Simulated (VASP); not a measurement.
## Pt: single point with PBE

The system is Pt, a slab with vacuum.

```
CELL_PARAMETERS angstrom
2.80729 0.00000 0.00000
0.00000 2.80729 0.00000
0.00000 0.00000 18.97011
ATOMIC_POSITIONS crystal
Pt 0.50000 0.50000 0.39855
Pt 0.00000 0.00000 0.50000
Pt 0.50000 0.50000 0.60145
```

```json
{
  "Program": "VASP 6.6.1",
  "Task": "single point",
  "Functional": "PBE",
  "Potentials or basis": "VASP PAW PBE potentials, release 64 (Pt)",
  "Cutoff": "520 eV",
  "k mesh": "12 × 12 × 1",
  "Occupations": "gaussian, width 0.1 eV",
  "Spin": "no spin polarisation",
  "Dipole correction": "yes",
  "Further INCAR settings": "ALGO = Normal; EDIFF = 1e-07; NBANDS = 22"
}
```

* Largest force: 0.014 eV/Å
* Band gap on the k mesh: zero (band 15 reaches 0.26 eV, above the bottom of band 16 at -0.99 eV)

Forces in eV/Å, atoms in the order of the input:
```
Pt   0.000  0.000  0.014
Pt   0.000  0.000  0.000
Pt   0.000  0.000 -0.014
```

Levels at points of the mesh, in eV from the Fermi level:
```csv
k point,band 13,band 14,band 15,band 16,band 17,band 18
"(0.00, 0.00, 0.00)",-1.26,-0.35,-0.15,0.11,0.16,0.16
"(0.50, 0.00, 0.00)",-0.39,-0.27,0.06,0.81,1.76,1.78
"(0.50, 0.50, 0.00)",0.37,0.86,0.86,3.65,3.65,7.40
```

Run time: 2.7 min on 1 thread of Intel(R) Xeon(R) Platinum 8259CL CPU @ 2.50GHz (Skylake/Cascade Lake), on a shared host, peak memory 0.3 GiB.

Caveat: spin-orbit coupling is left out, which moves the levels of the heavy elements.
